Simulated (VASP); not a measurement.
# TaN (Cmcm) in VASP: single point with PBEsol

Aim: the single point of TaN with PBEsol.

Program: VASP 6.6.1. These are calculated values, not measurements. Logs are shortened: lines on timing, memory, paths and dates and some standing lists are left out, and cuts for length are marked.

## 1. The cell of the first run

The structure is orthorhombic, space group Cmcm (No. 63). Conventional cell: a = 4.375 Å, b = 4.375 Å, c = 4.375 Å, α = 90.00°, β = 90.00°, γ = 90.00°. Within 2.9 Å of Ta (site symmetry m2m) lie 6 N at 2.18 to 2.19 Å. N (site symmetry m2m) has 6 Ta at 2.18 to 2.19 Å and 12 N at 3.01 to 3.18 Å within 3.2 Å.

## 2. Single point, PBEsol (atoms displaced along a vibrational mode)

File INCAR:

```
SYSTEM = TaN
PREC = Accurate ; ENCUT = 700
EDIFF = 1E-6 ; ISMEAR = 0
SIGMA = 0.15 ; LREAL = .False.
LASPH = .True. ; NELM = 120
ALGO = Normal ; ISIF = 2
LWAVE = .False. ; LCHARG = .False.
GGA = PS ; NBANDS = 26
GGA_COMPAT = .False.
```

File KPOINTS:

```
regular mesh
0
Gamma
  14 14 10
  0 0 0
```

File POSCAR:

```
TaN
1.0
    0.0000000000     -2.1874436362     -2.1874436362
    0.0000000000      2.1874436362     -2.1874436362
    4.3748872723      0.0000000000      0.0000000000
Ta N
2 2
Direct
    0.5118583951      0.4881416049      0.0000000000
   -0.0118583951      0.0118583951      0.5000000000
    0.4869710929      0.5130289071      0.5000000000
    0.0130289071     -0.0130289071      0.0000000000
```

Potentials or basis: VASP PAW PBE potentials, release 64 (Ta_sv_GW, N).

The run is started by

```
> cat potpaw_PBE.64/Ta_sv_GW/POTCAR potpaw_PBE.64/N/POTCAR > POTCAR
> mpirun -np 1 vasp_std > vasp.out
```

OUTCAR:

```text
SYSTEM = TaN
   PREC = Accurate
   ENCUT = 700
   EDIFF = 1E-6
   ISMEAR = 0
   LREAL = .False.
   LASPH = .True.
   NELM = 120
   ISIF = 2
   GGA = PS

 ion  position               nearest neighbor table
   1  0.512  0.488  0.000-   4 2.18   4 2.19   4 2.19   3 2.19   3 2.19   4 2.19   2 3.02   2 3.02
                             2 3.10   2 3.10   2 3.10   2 3.10   2 3.17   2 3.17
   2  0.988  0.012  0.500-   3 2.18   3 2.19   3 2.19   4 2.19   4 2.19   3 2.19   1 3.02   1 3.02
                             1 3.10   1 3.10   1 3.10   1 3.10   1 3.17   1 3.17
   3  0.487  0.513  0.500-   2 2.18   2 2.19   2 2.19   1 2.19   1 2.19   2 2.19
   4  0.013  0.987  0.000-   1 2.18   1 2.19   1 2.19   2 2.19   2 2.19   1 2.19

  LATTYP: Found a simple tetragonal cell.
 ALAT       =     3.0935124572
 C/A-ratio  =     1.4142135623

  Lattice vectors:

 A1 = (   0.0000000000,  -2.1874436362,  -2.1874436362)
 A2 = (   0.0000000000,   2.1874436362,  -2.1874436362)
 A3 = (   4.3748872723,   0.0000000000,   0.0000000000)

Analysis of symmetry for initial positions (statically):
=====================================================================
 Subroutine PRICEL returns:
 Original cell was already a primitive cell.

 Routine SETGRP: Setting up the symmetry group for a
 simple tetragonal supercell.

 Subroutine GETGRP returns: Found  8 space group operations
 (whereof  4 operations were pure point group operations)
 out of a pool of 16 trial point group operations.

The static configuration has the point symmetry C_2v.
 The point group associated with its full space group is D_2h.

Analysis of symmetry for dynamics (positions and initial velocities):
=====================================================================
 Subroutine PRICEL returns:
 Original cell was already a primitive cell.

 Routine SETGRP: Setting up the symmetry group for a
 simple tetragonal supercell.

 Subroutine GETGRP returns: Found  8 space group operations
 (whereof  4 operations were pure point group operations)
 out of a pool of 16 trial point group operations.

The dynamic configuration has the point symmetry C_2v.
 The point group associated with its full space group is D_2h.

 Subroutine INISYM returns: Found  8 space group operations
 (whereof  4 operations are pure point group operations),
 and found     1 'primitive' translations

----------------------------------------------------------------------------------------

                                     Primitive cell

  volume of cell :      41.8669

  direct lattice vectors                    reciprocal lattice vectors
     0.000000000 -2.187443636 -2.187443636     0.000000000 -0.228577318 -0.228577318
     0.000000000  2.187443636 -2.187443636     0.000000000  0.228577318 -0.228577318
     4.374887272  0.000000000  0.000000000     0.228577318  0.000000000  0.000000000

  length of vectors
     3.093512457  3.093512457  4.374887272     0.323257143  0.323257143  0.228577318

  position of ions in fractional coordinates (direct lattice)
     0.511858395  0.488141605  0.000000000
     0.988141605  0.011858395  0.500000000
     0.486971093  0.513028907  0.500000000
     0.013028907  0.986971093  0.000000000

  ion indices of the primitive-cell ions
   primitive index   ion index
                 1           1
                 2           2
                 3           3
                 4           4

----------------------------------------------------------------------------------------

 KPOINTS: regular mesh

Automatic generation of k-mesh.
 Grid dimensions read from file:
 generate k-points for:   14   14   10

 Generating k-lattice:

  Cartesian coordinates                     Fractional coordinates (reciprocal lattice)
     0.000000000 -0.016326951 -0.016326951     0.071428571  0.000000000  0.000000000
     0.000000000  0.016326951 -0.016326951     0.000000000  0.071428571  0.000000000
     0.022857732  0.000000000  0.000000000     0.000000000  0.000000000  0.100000000

  Length of vectors
     0.023089796  0.023089796  0.022857732

  Shift w.r.t. Gamma in fractional coordinates (k-lattice)
     0.000000000  0.000000000  0.000000000

 Subroutine IBZKPT returns following result:
 ===========================================

 Found    342 irreducible k-points:

 Following reciprocal coordinates:
            Coordinates               Weight
  0.000000  0.000000  0.000000      1.000000
  0.071429  0.000000  0.000000      4.000000
  0.142857  0.000000  0.000000      4.000000
  0.214286  0.000000  0.000000      4.000000
  0.285714  0.000000  0.000000      4.000000
  0.357143  0.000000  0.000000      4.000000
[... 16 lines left out ...]
 -0.142857  0.142857  0.000000      2.000000
  0.214286  0.142857  0.000000      4.000000
 [... further k-points ...]
   k-points           NKPTS =    342   k-points in BZ     NKDIM =    342   number of bands    NBANDS=     26
   number of dos      NEDOS =    301   number of ions     NIONS =      4
   total plane-waves  NPLWV =  31360
   dimension x,y,z NGX =    28 NGY =   28 NGZ =   40
   dimension x,y,z NGXF=    56 NGYF=   56 NGZF=   80
   ions per type =               2   2
   NGX,Y,Z   is equivalent  to a cutoff of  15.05, 15.05, 15.20 a.u.
   NGXF,Y,Z  is equivalent  to a cutoff of  30.09, 30.09, 30.40 a.u.
 SYSTEM =  TaN
   PREC   = accura    normal or accurate (medium, high low for compatibility)
   ISTART =      0    job   : 0-new  1-cont  2-samecut
   ICHARG =      2    charge: 1-file 2-atom 10-const
   ISPIN  =      1    spin polarized calculation?
   LNONCOLLINEAR =      F non collinear calculations
   LSORBIT =      F    spin-orbit coupling
   LASPH  =      T    aspherical Exc in radial PAW
   ENCUT  =  700.0 eV  51.45 Ry    7.17 a.u.   6.67  6.67  9.44*2*pi/ulx,y,z
   NELM   =    120;   NELMIN=  2; NELMDL= -5     # of ELM steps
   EDIFF  = 0.1E-05   stopping-criterion for ELM
   LREAL  =      F    real-space projection
   EDIFFG = 0.1E-04   stopping-criterion for IOM
   NSW    =      0    number of steps for IOM
   IBRION =     -1    ionic relax: 0-MD 1-quasi-New 2-CG
   NFREE  =      0    steps in history (QN), initial steepest desc. (CG)
   ISIF   =      2    stress and relaxation
   ISYM   =      2    0-nonsym 1-usesym 2-fastsym
   POTIM  = 0.5000    time-step for ionic-motion
   TEBEG  =    0.0;   TEEND  =   0.0 temperature during run
   PSTRESS=    0.0 pullay stress
   NELECT =      36.0000    total number of electrons
   NUPDOWN=      -1.0000    fix difference up-down
   EMIN   =  10.00;   EMAX   =-10.00  energy-range for DOS
   EFERMI =   0.00;   METHOD = LEGACY
   ISMEAR =     0;   SIGMA  =   0.15  broadening in eV -4-tet -1-fermi 0-gaus
   EFERMI_NEDOS =   21; number of points for ismear=-14 and -15
   IALGO  =     38    algorithm
   IMIX   =      4    mixing-type and parameters
     AMIX     =   0.40;   BMIX     =  1.00
     AMIX_MAG =   1.60;   BMIX_MAG =  1.00
  volume/ion in A,a.u.               =      10.47        70.63
  Fermi-wavevector in a.u.,A,eV,Ry     =   1.556750  2.941830 32.973307  2.423470
  Thomas-Fermi vector in A             =   2.660500
   LORBIT       =      0    0 simple, 1 ext, 2 COOP (PROOUT), +10 PAW based schemes
   GGA     = PS    functional components
   LHFCALC =     F    Hartree Fock is set to
   AEXX    =    0.0000 exact exchange contribution
   IVDW    =     0    specifies the selected vdW correction
   LEPSILON=     F    determine dielectric tensor
   LRPA    =     F    only Hartree local field effects (RPA)
 non-spin polarized calculation
 Gauss-broadening in eV      SIGMA  =   0.15
  energy-cutoff  :      700.00
  volume of cell :       41.87
 maximum number of plane-waves:      1788
   NGX = 13   NGY = 13   NGZ = 19

 number of electron      35.9999999 magnetization

 Free energy of the ion-electron system (eV)
  ---------------------------------------------------
  ext. energy  EPLUGINS =         0.00000000
  ---------------------------------------------------
  free energy    TOTEN  =       -51.54358444 eV

  energy without entropy =      -51.52285554  energy(sigma->0) =      -51.53321999

 E-fermi :  13.8208     XC(G=0): -14.0503

 val. band max:       13.8175107184   @ k =   0.2857   0.0714   0.1000
 cond. band min:      13.8269878485   @ k =   0.2143   0.1429   0.2000
 fundamental gap:      0.0094771301
 Fermi energy:        13.8208048648

 k-point     1 :       0.0000    0.0000    0.0000
  band No.  band energies     occupation
      1     -55.5920      2.00000
      2     -55.5097      2.00000
      3     -22.5394      2.00000
      4     -22.0832      2.00000
      5     -22.0679      2.00000
      6     -21.7851      2.00000
[... 18 lines left out ...]
     25      17.4550      0.00000
     26      17.6231      0.00000

 k-point     2 :       0.0714    0.0000    0.0000
  band No.  band energies     occupation
      1     -55.5899      2.00000
      2     -55.5096      2.00000
      3     -22.5280      2.00000
      4     -22.0990      2.00000
      5     -22.0669      2.00000
      6     -21.8078      2.00000
[... 18 lines left out ...]
     25      17.3612      0.00000
     26      17.5286      0.00000

 k-point     3 :       0.1429    0.0000    0.0000
  band No.  band energies     occupation
      1     -55.5842      2.00000
      2     -55.5098      2.00000
      3     -22.4946      2.00000
      4     -22.1572      2.00000
      5     -22.0492      2.00000
      6     -21.8896      2.00000
[... 18 lines left out ...]
     25      17.2078      0.00000
     26      17.2700      0.00000

 k-point     4 :       0.2143    0.0000    0.0000
  band No.  band energies     occupation
      1     -55.5753      2.00000
      2     -55.5104      2.00000
      3     -22.4416      2.00000
      4     -22.2399      2.00000
      5     -22.0260      2.00000
      6     -22.0046      2.00000
[... 18 lines left out ...]
     25      17.6406      0.00000
     26      18.3826      0.00000

 k-point     5 :       0.2857    0.0000    0.0000
  band No.  band energies     occupation
      1     -55.5645      2.00000
      2     -55.5121      2.00000
      3     -22.3729      2.00000
      4     -22.3267      2.00000
      5     -22.1482      2.00000
      6     -21.9814      2.00000
[... 18 lines left out ...]
     25      18.4884      0.00000
     26      18.7025      0.00000

 k-point     6 :       0.3571    0.0000    0.0000
  band No.  band energies     occupation
      1     -55.5530      2.00000
      2     -55.5154      2.00000
      3     -22.3971      2.00000
      4     -22.2936      2.00000
      5     -22.2742      2.00000
      6     -21.9416      2.00000
[... 427 lines left out ...]
 k-point    21 :       0.5000    0.0714    0.0000
  band No.  band energies     occupation
      1     -55.5353      2.00000
      2     -55.5234      2.00000
      3     -22.4339      2.00000
      4     -22.4184      2.00000
      5     -22.1561      2.00000
      6     -22.0576      2.00000
[... 18 lines left out ...]
     25      20.6940      0.00000
     26      20.7339      0.00000

 k-point    22 :       0.1429    0.1429    0.0000
  band No.  band energies     occupation
      1     -55.5768      2.00000
      2     -55.5095      2.00000
      3     -22.4533      2.00000
      4     -22.1595      2.00000
      5     -22.1013      2.00000
      6     -21.9554      2.00000
[... 18 lines left out ...]
     25      17.6272      0.00000
     26      18.4258      0.00000

 k-point    23 :      -0.1429    0.1429    0.0000
  band No.  band energies     occupation
      1     -55.5767      2.00000
      2     -55.5095      2.00000
      3     -22.4529      2.00000
      4     -22.1751      2.00000
      5     -22.0871      2.00000
      6     -21.9312      2.00000
[... 18 lines left out ...]
     25      17.5053      0.00000
     26      18.4485      0.00000

 k-point    24 :       0.2143    0.1429    0.0000
  band No.  band energies     occupation
      1     -55.5684      2.00000
      2     -55.5097      2.00000
      3     -22.4044      2.00000
      4     -22.2302      2.00000
      5     -22.0838      2.00000
      6     -22.0539      2.00000
[... 18 lines left out ...]
     25      17.8523      0.00000
     26      18.8148      0.00000

 [... further k-points ...]

------------------------ aborting loop because EDIFF is reached ----------------------------------------

  FORCE on cell =-STRESS in cart. coord.  units (eV):
  Direction    XX          YY          ZZ          XY          YZ          ZX
  --------------------------------------------------------------------------------------
  -------------------------------------------------------------------------------------
  Total       -0.4693005      0.7837791     -0.1398237      0.0000000      0.0000000      0.0000000
  in kB      -17.9593638     29.9939504     -5.3508246      0.0000000      0.0000000      0.0000000
  external PRESSURE =       2.2279207 kB  Pullay stress =       0.0000000 kB

 VOLUME and BASIS-vectors are now :
 -----------------------------------------------------------------------------
  energy-cutoff  :      700.00
  volume of cell :       41.87
      direct lattice vectors                 reciprocal lattice vectors
     0.000000000 -2.187443636 -2.187443636     0.000000000 -0.228577318 -0.228577318
     0.000000000  2.187443636 -2.187443636     0.000000000  0.228577318 -0.228577318
     4.374887272  0.000000000  0.000000000     0.228577318  0.000000000  0.000000000

 POSITION                                       TOTAL-FORCE (eV/Angst)
 -----------------------------------------------------------------------------------
      0.00000     -0.05188     -2.18744         0.000000     -0.248301      0.000000
      2.18744     -2.13556     -2.18744         0.000000      0.248301      0.000000
      2.18744      0.05700     -2.18744         0.000000      0.038189      0.000000
      0.00000      2.13044     -2.18744         0.000000     -0.038189      0.000000
 -----------------------------------------------------------------------------------
    total drift:                                0.000000     -0.000000      0.000000

  FREE ENERGIE OF THE ION-ELECTRON SYSTEM (eV)
  ---------------------------------------------------
  free  energy   TOTEN  =       -51.5435844401 eV

  energy  without entropy=      -51.5228555398  energy(sigma->0) =      -51.53321999
```

It took 6.9 min on 1 thread of Intel Xeon Platinum 8488C (Sapphire Rapids), shared host; peak memory 0.58 GiB.

What came out:

```yaml
Free_energy: -51.5436 eV
Pressure: 0.2 GPa
Largest_force: 0.248 eV/Å
Band_gap_on_the_k_mesh: zero (bands 18 and 19 overlap by 4.02 eV)
```

Forces on the atoms (eV/Å):
```
Ta   0.000 -0.248  0.000
Ta   0.000  0.248  0.000
N    0.000  0.038  0.000
N    0.000 -0.038  0.000
```

Caveat: the cell differs from its parent crystal (atoms displaced along a vibrational mode); the PAW data sets were made with another functional, which shifts forces and pressure a little; spin-orbit coupling is left out, which moves the levels of the heavy elements.
